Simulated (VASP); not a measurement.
Here is a VASP 6.6.1 calculation.

POSCAR

```
SbPt
1.0
    4.1299978706      0.0000000000      0.0000000000
   -2.0649989353      3.5766830735      0.0000000000
    0.0000000000      0.0000000000      5.4720000000
Sb Pt
2 2
Direct
    0.3333333333      0.6666666667      0.2500000000
    0.6666666667      0.3333333333      0.7500000000
    0.0000000000      0.0000000000      0.0000000000
    0.0000000000      0.0000000000      0.5000000000
```

The input INCAR.step1:

```
ALGO     = Normal         # electronic algorithm
EDIFF    = 1E-4           # SCF threshold, eV
ENCUT    = 520            # plane-wave cutoff, eV
GGA      = PE             # functional
ISMEAR   = 0              # smearing method
LASPH    = True           # aspherical terms in the spheres
LCHARG   = False          # write CHGCAR
LREAL    = False          # projectors in reciprocal space
LWAVE    = True           # write WAVECAR
NBANDS   = 23             # bands
NELM     = 60             # most SCF steps
PREC     = Accurate       # precision mode
SIGMA    = 0.1            # smearing width, eV
```

Contents of INCAR.step2:

```
ALGO     = Normal         # electronic algorithm
EDIFF    = 1E-7           # SCF threshold, eV
ENCUT    = 520            # plane-wave cutoff, eV
ISIF     = 2              # what is computed and relaxed
ISMEAR   = 0              # smearing method
ISTART   = 1            
LASPH    = True           # aspherical terms in the spheres
LCHARG   = False          # write CHGCAR
LMIXTAU  = True         
LREAL    = False          # projectors in reciprocal space
LWAVE    = False          # write WAVECAR
METAGGA  = R2SCAN         # meta-GGA
NBANDS   = 23             # bands
NELM     = 60             # most SCF steps
PREC     = Accurate       # precision mode
SIGMA    = 0.1            # smearing width, eV
```

File KPOINTS:

```
k-points
0
Gamma
  6 6 4
```

Potentials or basis: VASP PAW PBE potentials, release 64 (Sb, Pt).

Launch:

```sh
$ cat potpaw_PBE.64/Sb/POTCAR potpaw_PBE.64/Pt/POTCAR > POTCAR
$ cp INCAR.step1 INCAR
$ mpirun -np 1 vasp_std > vasp.out
$ cp INCAR.step2 INCAR
$ mpirun -np 1 vasp_std > vasp.out
```

Problem. Estimate the band gap on the k mesh.

Solution. Zero (band 15 reaches 12.61 eV, above the bottom of band 16 at 8.21 eV).

Problem. Predict the pressure.

Solution. 5.1 GPa.

Stress tensor (GPa, compression positive):
```
4.21 0.00 0.00
0.00 4.21 0.00
0.00 0.00 6.97
```

Caveat: the PAW data sets were made with another functional, which shifts forces and pressure a little; spin-orbit coupling is left out, which moves the levels of the heavy elements.
